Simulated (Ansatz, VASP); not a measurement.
# In: VASP beside Ansatz

```
In
1.0
    -1.71667    1.71667    2.21992
     1.71667   -1.71667    2.21992
     1.71667    1.71667   -2.21992
In
1
Cartesian
  0.0000 0.0000 0.0000
```

Alike in both runs: task single point; functional LDA; k mesh 22 × 22 × 22; occupations gaussian, width 0.15 eV; no spin polarisation.

|  | VASP | Ansatz |
| --- | --- | --- |
| version | VASP 6.6.1 | Ansatz 0.2.0 |
| potentials or method | VASP PAW LDA potentials, release 64 (In_d), cutoff 520 eV | scalar-relativistic, plane waves, PAW |
| valence electrons in the cell | 13 | 13 |

VASP gave:

| Property | Result |
| --- | --- |
| gap on the k mesh at the Fermi level (eV) | none |
| pressure (GPa) | -2.6 |
| traceless stress, the component that is largest in VASP (GPa) | 0.21 |

Question: What did Ansatz give for the same quantities?

Answer: gap on the k mesh at the Fermi level (eV): none; pressure (GPa): -2.6; traceless stress, the component that is largest in VASP (GPa): 0.22.

LDA's correlation is that of Perdew and Zunger in VASP and of Perdew and Wang (1992) in Ansatz. A gap of «none» marks a metal or a gap that the smearing closes.
